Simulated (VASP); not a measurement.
In:

```
In
1.0
    -1.90730    1.90730    1.90730
     1.90730   -1.90730    1.90730
     1.90730    1.90730   -1.90730
In
1
Direct
  0.00000 0.00000 0.00000
```

This cell differs from its parent crystal: volume scaled by 1.04.

Base run:

| Quantity | Value |
| --- | --- |
| Program | VASP 6.6.1 |
| Functional | PBEsol |
| Potentials or basis | VASP PAW PBE potentials, release 64 (In_d) |
| Cutoff | 520 eV |
| k mesh | 10 × 10 × 10 |
| Occupations | fermi-dirac, width 0.05 eV |
| Spin | no spin polarisation |

Its results: pressure -2.6 GPa.

Q: The run is repeated on the same cell with these changes: functional from PBEsol to PBE-based screened hybrid; k mesh from 10 × 10 × 10 to 5 × 5 × 5. What comes out?

A: Pressure -1.7 GPa.

Several settings changed at once, so the effect can't be laid on one alone.

Caveats: some runs use coarse meshes; the PAW data sets were made with another functional, which shifts forces and pressure a little.
